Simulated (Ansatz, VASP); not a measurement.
## ZnCd3O: VASP beside Ansatz

```
Zn Cd O
1.0
     4.16068    0.00000    0.00000
     0.00000    4.16068    0.00000
     0.00000    0.00000    5.47783
Zn Cd O
1 3 1
Direct
  0.50000 0.50000 0.69522
  0.50000 0.00000 0.19528
  0.00000 0.50000 0.19528
  0.00000 0.00000 0.54911
  0.00000 0.00000 0.97332
```

Change from the starting cell: species swapped into the LaSiPt3 type (P4mm, No. 99).

Alike in both runs: task relaxation of cell and atoms; functional PBE; k mesh 4 × 4 × 4; occupations gaussian, width 0.1 eV; no spin polarisation.

|  | VASP | Ansatz |
| --- | --- | --- |
| version | VASP 6.6.1 | Ansatz 0.2.0 |
| potentials or method | VASP PAW PBE potentials, release 64 (Zn, Cd, O), cutoff 600 eV | scalar-relativistic, plane waves, PAW |
| valence electrons in the cell | 54 | 78 |

```csv
,VASP,Ansatz,Ansatz less VASP
"gap on the k mesh at the Fermi level, each at its own relaxed structure (eV)",none,none,-
relaxed volume (Å³/atom),20.38,20.25,-0.124
relaxed cell length with the largest relative difference (Å),4.306,4.294,-0.0127
```

A gap of «none» marks a metal or a gap that the smearing closes. VASP's potentials hold 54 valence electrons a cell and Ansatz's 78, so a difference there can come from the potentials and not from the codes.

The k mesh is coarse, so the values compare programs but aren't converged.
